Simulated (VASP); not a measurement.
Input of a VASP 6.6.1 run:

The input INCAR:

```
PREC = Accurate
ENCUT = 500
EDIFF = 1E-6
ISMEAR = 0
SIGMA = 0.1
LREAL = F
LASPH = T
NELM = 200
ALGO = Normal
ISIF = 2
LWAVE = F
LCHARG = T
LMAXMIX = 4
LDAU = T
LDAUTYPE = 2
LDAUL = 2 -1
LDAUU = 0.95 0
LDAUJ = 0 0
LDAUPRINT = 1
GGA = PE
LELF = T
LVHAR = T
NBANDS = 22
ISYM = 0
GGA_COMPAT = F
```

File KPOINTS:

```
regular mesh
0
Gamma
  7 3 4
```

The input POSCAR:

```
PtS2
1.0
    3.5431994758      0.0000000000      0.0000000000
   -1.7715997379      3.0685007567      0.0000000000
    0.0000000000      0.0000000000      5.0388000000
Pt S
1 2
Direct
    0.0000000000      0.0000000000      0.0000000000
    0.3333333333      0.6666666667      0.2500000000
    0.6666666667      0.3333333333      0.7500000000
```

Potentials or basis: VASP PAW PBE potentials, release 64 (Pt_sv_GW, S).

Command:

```sh
$ cat potpaw_PBE.64/Pt_sv_GW/POTCAR potpaw_PBE.64/S/POTCAR > POTCAR
$ mpirun -np 1 vasp_std > vasp.out
```

Task: Estimate the pressure.

Result: 1.1 GPa.

Task: Predict the largest force.

Result: 0.394 eV/Å.

Stress tensor (GPa, compression positive):
```
 1.77  0.07 -0.15
 0.07  1.68 -0.08
-0.15 -0.08 -0.28
```

Caveat: the k points lie up to 0.68 Å⁻¹ apart.
